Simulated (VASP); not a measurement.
# GaAs2 (P4/nmm) in VASP: density of states with PBE

Aim: the density of states of GaAs2 with PBE.

Everything below comes from runs of VASP 6.6.1. Logs are shortened: lines on timing, memory, paths and dates and some standing lists are left out, and cuts for length are marked.

## Step 1: The cell of the first run

The structure is tetragonal, space group P4/nmm (No. 129). The conventional cell has a = 3.765 Å, b = 3.765 Å, c = 7.795 Å, α = 90.00°, β = 90.00°, γ = 90.00°. Ga (site symmetry 4mm) has 9 As at 2.73 to 2.89 Å within 3.6 Å. As (site symmetry -4m2) has 8 As at 2.66 to 3.39 Å and 4 Ga at 2.89 Å within 3.5 Å. Within 3.6 Å of As (site symmetry 4mm) lie 5 Ga at 2.73 to 2.79 Å and 8 As at 3.39 to 3.43 Å.

## Step 2: Density of states, PBE

Input file POSCAR:

```
GaAs2
1.0
    3.7649910000      0.0000000000      0.0000000000
    0.0000000000      3.7649910000      0.0000000000
    0.0000000000      0.0000000000      7.7953520000
Ga As
2 4
Direct
    0.0000000000      0.5000000000      0.2810000000
    0.5000000000      0.0000000000      0.7190000000
    0.0000000000      0.0000000000      0.0000000000
    0.5000000000      0.5000000000      0.0000000000
    0.0000000000      0.5000000000      0.6390000000
    0.5000000000      0.0000000000      0.3610000000
```

Input file INCAR.step1:

```
SYSTEM = GaAs2
  ALGO = Normal
  EDIFF = 1E-6
  ENCUT = 520
  GGA = PE
  ISIF = 2
  ISMEAR = 1
  LASPH = .TRUE.
  LCHARG = .TRUE.
  LREAL = .FALSE.
  LWAVE = .FALSE.
  NBANDS = 32
  NELM = 60
  PREC = Accurate
  SIGMA = 0.0783
```

Input file KPOINTS.step1:

```
k-points
0
G
  9 9 5
  0 0 0
```

Input file INCAR.step2:

```
SYSTEM = GaAs2
  ALGO = Normal
  EDIFF = 1E-6
  ENCUT = 520
  GGA = PE
  ICHARG = 11
  ISIF = 2
  ISMEAR = -5
  LASPH = .TRUE.
  LCHARG = .FALSE.
  LORBIT = 10
  LREAL = .FALSE.
  LWAVE = .FALSE.
  NBANDS = 32
  NEDOS = 2001
  NELM = 60
  PREC = Accurate
  SIGMA = 0.0783
```

Input file KPOINTS.step2:

```
k-points
0
G
  14 14 8
  0 0 0
```

Potentials or basis: VASP PAW PBE potentials, release 64 (Ga_d, As).

Run with:

```
$ cat potpaw_PBE.64/Ga_d/POTCAR potpaw_PBE.64/As/POTCAR > POTCAR
$ cp INCAR.step1 INCAR
$ cp KPOINTS.step1 KPOINTS
$ mpirun -np 1 vasp_std > vasp.out
$ cp INCAR.step2 INCAR
$ cp KPOINTS.step2 KPOINTS
$ mpirun -np 1 vasp_std > vasp.out
```

OUTCAR:

```text
SYSTEM = GaAs2
   EDIFF = 1E-6
   ENCUT = 520
   GGA = PE
   ICHARG = 11
   ISIF = 2
   ISMEAR = -5
   LASPH = .TRUE.
   LORBIT = 10
   LREAL = .FALSE.
   NELM = 60
   PREC = Accurate

 ion  position               nearest neighbor table
   1  0.000  0.500  0.281-   6 2.73   6 2.73   6 2.73   6 2.73   5 2.79   3 2.89   4 2.89   4 2.89
                             3 2.89
   2  0.500  0.000  0.719-   5 2.73   5 2.73   5 2.73   5 2.73   6 2.79   3 2.89   3 2.89   4 2.89
                             4 2.89
   3  0.000  0.000  0.000-   4 2.66   4 2.66   4 2.66   4 2.66   2 2.89   2 2.89   1 2.89   1 2.89

   4  0.500  0.500  0.000-   3 2.66   3 2.66   3 2.66   3 2.66   2 2.89   1 2.89   1 2.89   2 2.89

   5  0.000  0.500  0.639-   2 2.73   2 2.73   2 2.73   2 2.73   1 2.79
   6  0.500  0.000  0.361-   1 2.73   1 2.73   1 2.73   1 2.73   2 2.79

  LATTYP: Found a simple tetragonal cell.
 ALAT       =     3.7649910000
 C/A-ratio  =     2.0704835682

  Lattice vectors:

 A1 = (   3.7649910000,   0.0000000000,   0.0000000000)
 A2 = (   0.0000000000,   3.7649910000,   0.0000000000)
 A3 = (   0.0000000000,   0.0000000000,   7.7953520000)

Analysis of symmetry for initial positions (statically):
=====================================================================
 Subroutine PRICEL returns:
 Original cell was already a primitive cell.

 Routine SETGRP: Setting up the symmetry group for a
 simple tetragonal supercell.

 Subroutine GETGRP returns: Found 16 space group operations
 (whereof  8 operations were pure point group operations)
 out of a pool of 16 trial point group operations.

The static configuration has the point symmetry D_2d.
 The point group associated with its full space group is D_4h.

Analysis of symmetry for dynamics (positions and initial velocities):
=====================================================================
 Subroutine PRICEL returns:
 Original cell was already a primitive cell.

 Routine SETGRP: Setting up the symmetry group for a
 simple tetragonal supercell.

 Subroutine GETGRP returns: Found 16 space group operations
 (whereof  8 operations were pure point group operations)
 out of a pool of 16 trial point group operations.

The dynamic configuration has the point symmetry D_2d.
 The point group associated with its full space group is D_4h.

 Subroutine INISYM returns: Found 16 space group operations
 (whereof  8 operations are pure point group operations),
 and found     1 'primitive' translations

----------------------------------------------------------------------------------------

                                     Primitive cell

  volume of cell :     110.5003

  direct lattice vectors                    reciprocal lattice vectors
     3.764991000  0.000000000  0.000000000     0.265604885  0.000000000  0.000000000
     0.000000000  3.764991000  0.000000000     0.000000000  0.265604885  0.000000000
     0.000000000  0.000000000  7.795352000     0.000000000  0.000000000  0.128281571

  length of vectors
     3.764991000  3.764991000  7.795352000     0.265604885  0.265604885  0.128281571

  position of ions in fractional coordinates (direct lattice)
     0.000000000  0.500000000  0.281000000
     0.500000000  0.000000000  0.719000000
     0.000000000  0.000000000  0.000000000
     0.500000000  0.500000000  0.000000000
     0.000000000  0.500000000  0.639000000
     0.500000000  0.000000000  0.361000000

  ion indices of the primitive-cell ions
   primitive index   ion index
                 1           1
                 2           2
                 3           3
                 4           4
                 5           5
                 6           6

----------------------------------------------------------------------------------------

 KPOINTS: k-points

Automatic generation of k-mesh.
 Grid dimensions read from file:
 generate k-points for:   14   14    8

 Generating k-lattice:

  Cartesian coordinates                     Fractional coordinates (reciprocal lattice)
     0.018971777  0.000000000  0.000000000     0.071428571  0.000000000  0.000000000
     0.000000000  0.018971777  0.000000000     0.000000000  0.071428571  0.000000000
     0.000000000  0.000000000  0.016035196     0.000000000  0.000000000  0.125000000

  Length of vectors
     0.018971777  0.018971777  0.016035196

  Shift w.r.t. Gamma in fractional coordinates (k-lattice)
     0.000000000  0.000000000  0.000000000

 TETIRR: Found   2352 inequivalent tetrahedra from     9408

 Subroutine IBZKPT returns following result:
 ===========================================

 Found    180 irreducible k-points:

 Following reciprocal coordinates:
            Coordinates               Weight
  0.000000  0.000000  0.000000      1.000000
  0.071429  0.000000  0.000000      4.000000
  0.142857  0.000000  0.000000      4.000000
  0.214286  0.000000  0.000000      4.000000
  0.285714  0.000000  0.000000      4.000000
  0.357143  0.000000  0.000000      4.000000
[... 16 lines left out ...]
  0.285714  0.214286  0.000000      8.000000
  0.357143  0.214286  0.000000      8.000000
 [... further k-points ...]
   k-points           NKPTS =    180   k-points in BZ     NKDIM =    180   number of bands    NBANDS=     32
   number of dos      NEDOS =   2001   number of ions     NIONS =      6
   total plane-waves  NPLWV =  47040
   dimension x,y,z NGX =    28 NGY =   28 NGZ =   60
   dimension x,y,z NGXF=    56 NGYF=   56 NGZF=  120
   ions per type =               2   4
   NGX,Y,Z   is equivalent  to a cutoff of  12.36, 12.36, 12.80 a.u.
   NGXF,Y,Z  is equivalent  to a cutoff of  24.73, 24.73, 25.59 a.u.
 SYSTEM =  GaAs2
   PREC   = accura    normal or accurate (medium, high low for compatibility)
   ISTART =      0    job   : 0-new  1-cont  2-samecut
   ICHARG =     11    charge: 1-file 2-atom 10-const
   ISPIN  =      1    spin polarized calculation?
   LNONCOLLINEAR =      F non collinear calculations
   LSORBIT =      F    spin-orbit coupling
   LASPH  =      T    aspherical Exc in radial PAW
   ENCUT  =  520.0 eV  38.22 Ry    6.18 a.u.   7.00  7.00 14.49*2*pi/ulx,y,z
   NELM   =     60;   NELMIN=  2; NELMDL=  0     # of ELM steps
   EDIFF  = 0.1E-05   stopping-criterion for ELM
   LREAL  =      F    real-space projection
   EDIFFG = 0.1E-04   stopping-criterion for IOM
   NSW    =      0    number of steps for IOM
   IBRION =     -1    ionic relax: 0-MD 1-quasi-New 2-CG
   NFREE  =      0    steps in history (QN), initial steepest desc. (CG)
   ISIF   =      2    stress and relaxation
   ISYM   =      2    0-nonsym 1-usesym 2-fastsym
   POTIM  = 0.5000    time-step for ionic-motion
   TEBEG  =    0.0;   TEEND  =   0.0 temperature during run
   PSTRESS=    0.0 pullay stress
   NELECT =      46.0000    total number of electrons
   NUPDOWN=      -1.0000    fix difference up-down
   EMIN   =  10.00;   EMAX   =-10.00  energy-range for DOS
   EFERMI =   0.00;   METHOD = LEGACY
   ISMEAR =    -5;   SIGMA  =   0.08  broadening in eV -4-tet -1-fermi 0-gaus
   EFERMI_NEDOS =   21; number of points for ismear=-14 and -15
   IALGO  =     38    algorithm
   IMIX   =      4    mixing-type and parameters
     AMIX     =   0.40;   BMIX     =  1.00
     AMIX_MAG =   1.60;   BMIX_MAG =  1.00
  volume/ion in A,a.u.               =      18.42       124.28
  Fermi-wavevector in a.u.,A,eV,Ry     =   1.222380  2.309963 20.330000  1.494213
  Thomas-Fermi vector in A             =   2.357529
   LORBIT       =     10    0 simple, 1 ext, 2 COOP (PROOUT), +10 PAW based schemes
   GGA     = PE    functional components
   LHFCALC =     F    Hartree Fock is set to
   AEXX    =    0.0000 exact exchange contribution
   IVDW    =     0    specifies the selected vdW correction
   LEPSILON=     F    determine dielectric tensor
   LRPA    =     F    only Hartree local field effects (RPA)
 non-spin polarized calculation
 Fermi weights with tetrahedron method with Bloechl corrections
  energy-cutoff  :      520.00
  volume of cell :      110.50
 maximum number of plane-waves:      3012

 number of electron      46.0000028 magnetization

 Free energy of the ion-electron system (eV)
  ---------------------------------------------------
  ext. energy  EPLUGINS =         0.00000000
  ---------------------------------------------------
  free energy    TOTEN  =       -22.58667154 eV

  energy without entropy =      -22.58667154  energy(sigma->0) =      -22.58667154

 E-fermi :   6.3881     XC(G=0): -10.9344

 val. band max:        6.4745261361   @ k =   0.5000   0.5000   0.1250
 cond. band min:       6.2823033613   @ k =   0.5000   0.3571   0.5000
 fundamental gap:     -0.1922227748
 Fermi energy:         6.3880957843

 k-point     1 :       0.0000    0.0000    0.0000
  band No.  band energies     occupation
      1      -8.6906      2.00000
      2      -8.5907      2.00000
      3      -8.5217      2.00000
      4      -8.5155      2.00000
      5      -8.5123      2.00000
      6      -8.5123      2.00000
[... 24 lines left out ...]
     31      12.9121      0.00000
     32      12.9128      0.00000

 k-point     2 :       0.0714    0.0000    0.0000
  band No.  band energies     occupation
      1      -8.6696      2.00000
      2      -8.5885      2.00000
      3      -8.5204      2.00000
      4      -8.5141      2.00000
      5      -8.5136      2.00000
      6      -8.5120      2.00000
[... 24 lines left out ...]
     31      12.4152      0.00000
     32      12.7185      0.00000

 k-point     3 :       0.1429    0.0000    0.0000
  band No.  band energies     occupation
      1      -8.6287      2.00000
      2      -8.5825      2.00000
      3      -8.5193      2.00000
      4      -8.5148      2.00000
      5      -8.5131      2.00000
      6      -8.5115      2.00000
[... 24 lines left out ...]
     31      11.9261      0.00000
     32      12.2066      0.00000

 k-point     4 :       0.2143    0.0000    0.0000
  band No.  band energies     occupation
      1      -8.5976      2.00000
      2      -8.5744      2.00000
      3      -8.5247      2.00000
      4      -8.5219      2.00000
      5      -8.5113      2.00000
      6      -8.5092      2.00000
[... 24 lines left out ...]
     31      11.8518      0.00000
     32      12.1095      0.00000

 k-point     5 :       0.2857    0.0000    0.0000
  band No.  band energies     occupation
      1      -8.5783      2.00000
      2      -8.5659      2.00000
      3      -8.5318      2.00000
      4      -8.5304      2.00000
      5      -8.5140      2.00000
      6      -8.5126      2.00000
[... 584 lines left out ...]
     31      11.8699      0.00000
     32      11.8700      0.00000

 k-point    22 :       0.2143    0.2143    0.0000
  band No.  band energies     occupation
      1      -8.5768      2.00000
      2      -8.5694      2.00000
      3      -8.5326      2.00000
      4      -8.5287      2.00000
      5      -8.5243      2.00000
      6      -8.5193      2.00000
[... 24 lines left out ...]
     31      11.8460      0.00000
     32      12.4555      0.00000

 k-point    23 :       0.2857    0.2143    0.0000
  band No.  band energies     occupation
      1      -8.5693      2.00000
      2      -8.5691      2.00000
      3      -8.5446      2.00000
      4      -8.5344      2.00000
      5      -8.5269      2.00000
      6      -8.5229      2.00000
[... 24 lines left out ...]
     31      11.7772      0.00000
     32      12.2119      0.00000

 k-point    24 :       0.3571    0.2143    0.0000
  band No.  band energies     occupation
      1      -8.5709      2.00000
      2      -8.5651      2.00000
      3      -8.5540      2.00000
      4      -8.5411      2.00000
      5      -8.5282      2.00000
      6      -8.5254      2.00000
[... 24 lines left out ...]
     31      12.1406      0.00000
     32      12.3065      0.00000

 [... further k-points ...]

------------------------ aborting loop because EDIFF is reached ----------------------------------------

  FORCE on cell =-STRESS in cart. coord.  units (eV):
  Direction    XX          YY          ZZ          XY          YZ          ZX
  --------------------------------------------------------------------------------------
  -------------------------------------------------------------------------------------
  Total        3.5575158      3.5575158      3.8708201      0.0000000      0.0000000      0.0000000
  in kB       51.5814807     51.5814807     56.1241727      0.0000000      0.0000000      0.0000000
  external PRESSURE =      53.0957113 kB  Pullay stress =       0.0000000 kB

 VOLUME and BASIS-vectors are now :
 -----------------------------------------------------------------------------
  energy-cutoff  :      520.00
  volume of cell :      110.50
      direct lattice vectors                 reciprocal lattice vectors
     3.764991000  0.000000000  0.000000000     0.265604885  0.000000000  0.000000000
     0.000000000  3.764991000  0.000000000     0.000000000  0.265604885  0.000000000
     0.000000000  0.000000000  7.795352000     0.000000000  0.000000000  0.128281571

 POSITION                                       TOTAL-FORCE (eV/Angst)
 -----------------------------------------------------------------------------------
      0.00000      1.88250      2.19049        -0.000000     -0.000000      0.755941
      1.88250      0.00000      5.60486         0.000000     -0.000000     -0.755941
      0.00000      0.00000      0.00000        -0.000000     -0.000000      0.000000
      1.88250      1.88250      0.00000        -0.000000      0.000000      0.000000
      0.00000      1.88250      4.98123         0.000000     -0.000000     -0.223149
      1.88250      0.00000      2.81412        -0.000000     -0.000000      0.223149
 -----------------------------------------------------------------------------------
    total drift:                               -0.000000      0.000000     -0.000000

  FREE ENERGIE OF THE ION-ELECTRON SYSTEM (eV)
  ---------------------------------------------------
  free  energy   TOTEN  =       -22.5866715430 eV

  energy  without entropy=      -22.5866715430  energy(sigma->0) =      -22.58667154

 total charge

# of ion       s       p       d       tot
------------------------------------------
    1        0.951   0.604   9.992  11.547
    2        0.951   0.604   9.992  11.547
    3        1.331   1.309   0.069   2.709
    4        1.331   1.309   0.069   2.709
    5        1.308   1.310   0.038   2.656
    6        1.308   1.310   0.038   2.656
--------------------------------------------------
tot          7.180   6.446  20.198  33.824
```

It used 940 s of CPU time on 1 thread of AMD EPYC 7R13 Processor (Zen 3), on a shared host.

Results:

| Quantity | Value |
| --- | --- |
| Valence electrons inside the program's atomic spheres | Ga 11.55; As 2.71, 2.66 |

Caveat: tetrahedron occupations give inexact forces and stress in metals.
